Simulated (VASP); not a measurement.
# ZrOs3 (Pm-3m) in VASP: further runs, part 3 of 3

VASP 6.6.1. The steps go on from the part before.

### 5 Single point, PBE

This run uses another cell than the first one, of 15.96 Å³/atom, 1.064 times its volume.

INCAR

```
SYSTEM = ZrOs3
PREC     = Accurate       ! precision mode
ENCUT    = 520            ! plane-wave cutoff, eV
EDIFF    = 1E-6           ! SCF threshold, eV
ISMEAR   = -1             ! smearing method
SIGMA    = 0.05           ! smearing width, eV
LREAL    = .False.        ! projectors in reciprocal space
LASPH    = .True.         ! aspherical terms in the spheres
NELM     = 60             ! most SCF steps
ALGO     = Fast           ! electronic algorithm
ISIF     = 2              ! what is computed and relaxed
LWAVE    = .False.        ! write WAVECAR
LCHARG   = .True.         ! write CHGCAR
GGA      = PE             ! functional
LELF     = .True.         ! ELF
LVHAR    = .True.       
NBANDS   = 26             ! bands
```

KPOINTS

```
Automatic mesh
0
Gamma
  7 7 7
  0 0 0
```

POSCAR

```
ZrOs3
1.0
    3.9965870000      0.0000000000      0.0000000000
    0.0000000000      3.9965870000      0.0000000000
    0.0000000000      0.0000000000      3.9965870000
Os Zr
3 1
Direct
    0.0000000000      0.5000000000      0.5000000000
    0.5000000000      0.0000000000      0.5000000000
    0.5000000000      0.5000000000      0.0000000000
    0.0000000000      0.0000000000      0.0000000000
```

Potentials or basis: VASP PAW PBE potentials, release 64 (Os, Zr_sv).

Run with:

```console
cat potpaw_PBE.64/Os/POTCAR potpaw_PBE.64/Zr_sv/POTCAR > POTCAR
mpirun -np 1 vasp_std > vasp.out
```

OUTCAR:

```text
SYSTEM = ZrOs3
   PREC = Accurate
   ENCUT = 520
   EDIFF = 1E-6
   ISMEAR = -1
   LREAL = .False.
   LASPH = .True.
   NELM = 60
   ISIF = 2
   GGA = PE

 ion  position               nearest neighbor table
   1  0.000  0.500  0.500-   2 2.83   3 2.83   4 2.83   3 2.83   4 2.83   2 2.83   4 2.83   4 2.83
                             2 2.83   3 2.83   3 2.83   2 2.83
   2  0.500  0.000  0.500-   1 2.83   3 2.83   4 2.83   3 2.83   4 2.83   1 2.83   3 2.83   3 2.83
                             1 2.83   4 2.83   4 2.83   1 2.83
   3  0.500  0.500  0.000-   1 2.83   2 2.83   4 2.83   1 2.83   2 2.83   2 2.83   4 2.83   2 2.83
                             1 2.83   4 2.83   1 2.83   4 2.83
   4  0.000  0.000  0.000-   1 2.83   2 2.83   3 2.83   1 2.83   2 2.83   1 2.83   3 2.83   1 2.83
                             2 2.83   3 2.83   2 2.83   3 2.83

  LATTYP: Found a simple cubic cell.
 ALAT       =     3.9965870000

  Lattice vectors:

 A1 = (   3.9965870000,   0.0000000000,   0.0000000000)
 A2 = (   0.0000000000,   3.9965870000,   0.0000000000)
 A3 = (   0.0000000000,   0.0000000000,   3.9965870000)

Analysis of symmetry for initial positions (statically):
=====================================================================
 Subroutine PRICEL returns:
 Original cell was already a primitive cell.

 Routine SETGRP: Setting up the symmetry group for a
 simple cubic supercell.

 Subroutine GETGRP returns: Found 48 space group operations
 (whereof 48 operations were pure point group operations)
 out of a pool of 48 trial point group operations.

The static configuration has the point symmetry O_h .

Analysis of symmetry for dynamics (positions and initial velocities):
=====================================================================
 Subroutine PRICEL returns:
 Original cell was already a primitive cell.

[... 122 lines left out ...]
   EFERMI_NEDOS =   21; number of points for ismear=-14 and -15
   IALGO  =     68    algorithm
   IMIX   =      4    mixing-type and parameters
     AMIX     =   0.40;   BMIX     =  1.00
     AMIX_MAG =   1.60;   BMIX_MAG =  1.00
  volume/ion in A,a.u.               =      15.96       107.70
  Fermi-wavevector in a.u.,A,eV,Ry     =   1.352549  2.555947 24.890352  1.829389
  Thomas-Fermi vector in A             =   2.479879
   LORBIT       =      0    0 simple, 1 ext, 2 COOP (PROOUT), +10 PAW based schemes
   GGA     = PE    functional components
   LHFCALC =     F    Hartree Fock is set to
   AEXX    =    0.0000 exact exchange contribution
   IVDW    =     0    specifies the selected vdW correction
   LEPSILON=     F    determine dielectric tensor
   LRPA    =     F    only Hartree local field effects (RPA)
 non-spin polarized calculation
 RMM-DIIS sequential band-by-band and
  energy-cutoff  :      520.00
  volume of cell :       63.84
 maximum number of plane-waves:      1743
 NGX is ok and might be reduce to    30
   NGX = 15   NGY = 15   NGZ = 15

 number of electron      36.0000000 magnetization

 Free energy of the ion-electron system (eV)
  ---------------------------------------------------
  ext. energy  EPLUGINS =         0.00000000
  ---------------------------------------------------
  free energy    TOTEN  =       -42.40779731 eV

  energy without entropy =      -42.36272664  energy(sigma->0) =      -42.38526197

 E-fermi :   8.7107     XC(G=0): -13.1881

 val. band max:        8.6756686760   @ k =   0.4286   0.4286   0.1429
 cond. band min:       8.7662184521   @ k =   0.4286   0.2857   0.0000
 fundamental gap:      0.0905497761
 Fermi energy:         8.7106923937

 k-point     1 :       0.0000    0.0000    0.0000
  band No.  band energies     occupation
      1     -39.0799      2.00000
      2     -17.1972      2.00000
      3     -17.1972      2.00000
      4     -17.1972      2.00000
      5       0.0730      2.00000
      6       3.0454      2.00000
[... 569 lines left out ...]
     25      13.0920      0.00000
     26      13.6170      0.00000

------------------------ aborting loop because EDIFF is reached ----------------------------------------

  FORCE on cell =-STRESS in cart. coord.  units (eV):
  Direction    XX          YY          ZZ          XY          YZ          ZX
  --------------------------------------------------------------------------------------
  -------------------------------------------------------------------------------------
  Total       -0.8738594     -0.8738594     -0.8738594      0.0000000      0.0000000      0.0000000
  in kB      -21.9323072    -21.9323072    -21.9323072      0.0000000      0.0000000      0.0000000
  external PRESSURE =     -21.9323072 kB  Pullay stress =       0.0000000 kB

 VOLUME and BASIS-vectors are now :
 -----------------------------------------------------------------------------
  energy-cutoff  :      520.00
  volume of cell :       63.84
      direct lattice vectors                 reciprocal lattice vectors
     3.996587000  0.000000000  0.000000000     0.250213495  0.000000000  0.000000000
     0.000000000  3.996587000  0.000000000     0.000000000  0.250213495  0.000000000
     0.000000000  0.000000000  3.996587000     0.000000000  0.000000000  0.250213495

 POSITION                                       TOTAL-FORCE (eV/Angst)
 -----------------------------------------------------------------------------------
      0.00000      1.99829      1.99829         0.000000      0.000000      0.000000
      1.99829      0.00000      1.99829         0.000000      0.000000      0.000000
      1.99829      1.99829      0.00000         0.000000      0.000000      0.000000
      0.00000      0.00000      0.00000         0.000000      0.000000      0.000000
 -----------------------------------------------------------------------------------
    total drift:                                0.000000      0.000000     -0.000000

  FREE ENERGIE OF THE ION-ELECTRON SYSTEM (eV)
  ---------------------------------------------------
  free  energy   TOTEN  =       -42.4077973083 eV

  energy  without entropy=      -42.3627266386  energy(sigma->0) =      -42.38526197
```

OSZICAR:

```text
N       E                     dE             d eps       ncg     rms          rms(c)
DAV:   1     0.301570494983E+03    0.30157E+03   -0.17813E+04  1040   0.137E+03
DAV:   2    -0.213159398970E+02   -0.32289E+03   -0.30876E+03  1056   0.452E+02
DAV:   3    -0.436259204379E+02   -0.22310E+02   -0.20849E+02  1532   0.917E+01
DAV:   4    -0.448783080211E+02   -0.12524E+01   -0.12258E+01  1474   0.210E+01
DAV:   5    -0.449029742764E+02   -0.24666E-01   -0.24655E-01  1402   0.264E+00    0.287E+01
RMM:   6    -0.428442786467E+02    0.20587E+01   -0.32505E+00  1090   0.106E+01    0.111E+01
RMM:   7    -0.424185303000E+02    0.42575E+00   -0.16549E+00  1096   0.806E+00    0.451E+00
RMM:   8    -0.424010639211E+02    0.17466E-01   -0.55192E-01  1305   0.425E+00    0.858E-01
RMM:   9    -0.424051236193E+02   -0.40597E-02   -0.97497E-02  1397   0.238E+00    0.107E+00
RMM:  10    -0.424072602259E+02   -0.21366E-02   -0.27186E-02  1548   0.759E-01    0.456E-01
RMM:  11    -0.424076998130E+02   -0.43959E-03   -0.49424E-03  1713   0.388E-01    0.203E-01
RMM:  12    -0.424077550483E+02   -0.55235E-04   -0.11396E-03  1623   0.177E-01    0.698E-02
RMM:  13    -0.424077803489E+02   -0.25301E-04   -0.40708E-04  1694   0.105E-01    0.491E-02
RMM:  14    -0.424077922137E+02   -0.11865E-04   -0.15048E-04  1826   0.535E-02    0.286E-02
RMM:  15    -0.424077963117E+02   -0.40980E-05   -0.44157E-05  1576   0.270E-02    0.260E-02
RMM:  16    -0.424077966539E+02   -0.34223E-06   -0.15952E-05  1533   0.207E-02    0.349E-03
RMM:  17    -0.424077973083E+02   -0.65435E-06   -0.61076E-06  1162   0.115E-02
   1 F= -.42407797E+02 E0= -.42385262E+02  d E =-.450707E-01
```

It took 54 s on 1 thread of Intel Xeon Platinum 8488C (Sapphire Rapids), shared host; peak memory 0.18 GiB.

Results:

```yaml
Free_energy: -42.4078 eV
Pressure: -2.2 GPa
Band_gap_on_the_k_mesh: zero (band 18 reaches 11.74 eV, above the bottom of band 19 at 8.18 eV)
```

Caveat: spin-orbit coupling is left out, which moves the levels of the heavy elements.

### 6 Single point, PBE

This run uses another cell than the first one, of 16.28 Å³/atom, 1.085 times its volume.

INCAR

```
SYSTEM = ZrOs3
ALGO = Normal ; EDIFF = 1E-6
ENCUT = 520 ; GGA = PE
ISIF = 2 ; ISMEAR = -1
LASPH = .True. ; LCHARG = .False.
LREAL = .False. ; LWAVE = .False.
NBANDS = 26 ; NELM = 80
PREC = Accurate ; SIGMA = 0.05
```

KPOINTS

```
k-points
0
Gamma
  7 7 7
  0 0 0
```

POSCAR

```
ZrOs3
1.0
    4.0230552349      0.0000000000      0.0000000000
    0.0000000000      4.0230552349      0.0000000000
    0.0000000000      0.0000000000      4.0230552349
Os Zr
3 1
Direct
    0.0000000000      0.5000000000      0.5000000000
    0.5000000000      0.0000000000      0.5000000000
    0.5000000000      0.5000000000      0.0000000000
    0.0000000000      0.0000000000      0.0000000000
```

Potentials or basis: VASP PAW PBE potentials, release 64 (Os, Zr_sv).

Run with:

```console
cat potpaw_PBE.64/Os/POTCAR potpaw_PBE.64/Zr_sv/POTCAR > POTCAR
mpirun -np 1 vasp_std > vasp.out
```

Wall time 40 s (1 thread of Intel Xeon Platinum 8488C (Sapphire Rapids), shared host); peak memory 0.18 GiB.

The run converged. Its results:

```
Free energy            : -42.3705 eV
Pressure               : -7.3 GPa
Band gap on the k mesh : zero (band 18 reaches 11.38 eV, above the bottom of band 19 at 7.95 eV)
```

Levels at points of the mesh, in eV from the Fermi level:
```
           k point  band 15  band 16  band 17  band 18  band 19  band 20  band 21  band 22
(0.00, 0.00, 0.00)     0.90     0.90     2.38     2.93     2.93     2.93     3.17     3.17
```

Caveat: spin-orbit coupling is left out, which moves the levels of the heavy elements.

### 7 Overview

| cell | gap on the mesh (eV) | pressure (GPa) |
| --- | --- | --- |
| a = 3.915 Å, 4 atoms | none | 17.1 |
| a = 3.943 Å, 4 atoms | none | 9.9 |
| a = 3.970 Å, 4 atoms | none | 3.5 |
| a = 3.997 Å, 4 atoms | none | -2.2 |
| a = 4.023 Å, 4 atoms | none | -7.3 |

Alike in all rows: task single point; level PBE; potentials or basis VASP PAW PBE potentials, release 64 (Os, Zr_sv); no spin polarisation; k mesh 7 × 7 × 7; cutoff (eV) 520; smearing fermi-dirac 0.05 eV.

Caveats: spin-orbit coupling is left out, which moves the levels of the heavy elements.

Absolute energies hang on the potentials; compare differences alone.
